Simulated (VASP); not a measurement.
Set up this calculation in VASP 6.6.1, as the native input.

| Property | Result |
| --- | --- |
| Task | single point |
| Functional | PBE |
| Potentials or basis | VASP PAW PBE potentials, release 64 (Mg) |
| Cutoff | 520 eV |
| k mesh | 18 × 18 × 18 |
| Occupations | gaussian, width 0.15 eV |
| Spin | no spin polarisation |
| Dipole correction | no |
| Further INCAR settings | ALGO = Normal; EDIFF = 1e-06; NBANDS = 7 |

The structure of Mg lies in POSCAR:

```
Mg
1.0
   -1.8784000000      1.8784000000      1.9094500000
    1.8784000000     -1.8784000000      1.9094500000
    1.8784000000      1.8784000000     -1.9094500000
Mg
1
Direct
    0.0000000000      0.0000000000      0.0000000000
```

One way to write it, as run:

INCAR

```
SYSTEM = Mg
PREC     = Accurate       ! precision mode
ENCUT    = 520            ! plane-wave cutoff, eV
EDIFF    = 1E-6           ! SCF threshold, eV
ISMEAR   = 0              ! smearing method
SIGMA    = 0.15           ! smearing width, eV
LREAL    = .FALSE.        ! projectors in reciprocal space
LASPH    = .TRUE.         ! aspherical terms in the spheres
NELM     = 80             ! most SCF steps
ALGO     = Normal         ! electronic algorithm
ISIF     = 2              ! what is computed and relaxed
LWAVE    = .FALSE.        ! write WAVECAR
LCHARG   = .FALSE.        ! write CHGCAR
GGA      = PE             ! functional
NBANDS   = 7              ! bands
```

KPOINTS

```
regular mesh
0
G
  18 18 18
  0 0 0
```

Potentials or basis: VASP PAW PBE potentials, release 64 (Mg).

Launch:

```console
$ cat potpaw_PBE.64/Mg/POTCAR > POTCAR
$ mpirun -np 1 vasp_std > vasp.out
```

It gave:

- Pressure: -4.2 GPa
- Band gap on the k mesh: zero (band 1 reaches 5.06 eV, above the bottom of band 2 at 0.88 eV)

It took 16 s on 1 thread of Intel(R) Xeon(R) 6975P-C (Granite Rapids) (shared host), peak memory 0.2 GiB.
